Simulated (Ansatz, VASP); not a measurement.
# PbS in VASP and in Ansatz

```
Pb S
1.0
     0.00000    2.98809    2.98809
     2.98809    0.00000    2.98809
     2.98809    2.98809    0.00000
Pb S
1 1
Direct
  0.50000 0.50000 0.50000
  0.00000 0.00000 0.00000
```

Alike in both runs: task relaxation of cell and atoms; functional LDA; k mesh 10 × 10 × 10; occupations gaussian, width 0.02 eV; no spin polarisation.

```csv
,VASP,Ansatz
version,VASP 6.6.1,Ansatz 0.2.0
potentials or method,"VASP PAW LDA potentials, release 64 (Pb_d, S), cutoff 500 eV","scalar-relativistic, plane waves, PAW"
valence electrons in the cell,20,20
```

```csv
,VASP,Ansatz,Ansatz less VASP
"gap on the k mesh at the Fermi level, each at its own relaxed structure (eV)",0.04,0.07,+0.030
relaxed volume (Å³/atom),25.00,24.98,-0.016
relaxed cell length with the largest relative difference (Å),4.135,4.134,-0.0009
```

Ansatz warns that its potentials were made for another functional, while VASP's fit it. LDA's correlation is that of Perdew and Zunger in VASP and of Perdew and Wang (1992) in Ansatz.

Spin-orbit coupling is off throughout.
